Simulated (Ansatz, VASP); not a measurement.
## One calculation of Cs, two programs

The input INCAR:

```
  ALGO = Normal
  EDIFF = 1E-7
  ENCUT = 520
  GGA = PE
  ISIF = 2
  ISMEAR = -1
  LASPH = T
  LCHARG = T
  LELF = T
  LREAL = F
  LVHAR = T
  LWAVE = F
  NBANDS = 10
  NELM = 80
  PREC = Accurate
  SIGMA = 0.08
```

KPOINTS

```
k-points
0
Gamma
  8 8 8
```

File POSCAR:

```
Cs
1.0
    4.1061202665      0.0000000000      0.0000000000
    0.0000000000      4.1061202665      0.0000000000
    0.0000000000      0.0000000000      4.1061202665
Cs
1
Direct
    0.0000000000      0.0000000000      0.0000000000
```

Input for Ansatz:

```yaml
crystal:
  lattice:
    - [4.1061202665, 0.0, 0.0]
    - [0.0, 4.1061202665, 0.0]
    - [0.0, 0.0, 4.1061202665]
  atoms:
    - { symbol: Cs, position: [0.0, 0.0, 0.0] }
kpoints:
  mp_grid: { grid: [8, 8, 8] }
scf:
  occupations: { method: fermi_dirac, width: 0.08 }
hamiltonian:
  xc: pbe
  pseudopotentials: { kind: all_electron, lapw: { basis_error: 0.001 } }
output:
  forces: true
  stress: true
  eigenvalues: true
  populations: true
```

Change from the starting cell: volume scaled by 0.55, LAPW.

Alike in both runs: task single point; functional PBE; k mesh 8 × 8 × 8; occupations fermi-dirac, width 0.08 eV; no spin polarisation.

|  | VASP | Ansatz |
| --- | --- | --- |
| version | VASP 6.6.1 | Ansatz 0.2.0 |
| potentials or method | VASP PAW PBE potentials, release 64 (Cs_sv), cutoff 520 eV | all-electron LAPW, scalar-relativistic |

```tsv
	VASP	Ansatz	Ansatz less VASP
pressure (GPa)	1.9	1.9	0.00
```

Ansatz ran all-electron here, and VASP with PAW potentials.

Neither program's run includes spin-orbit coupling.
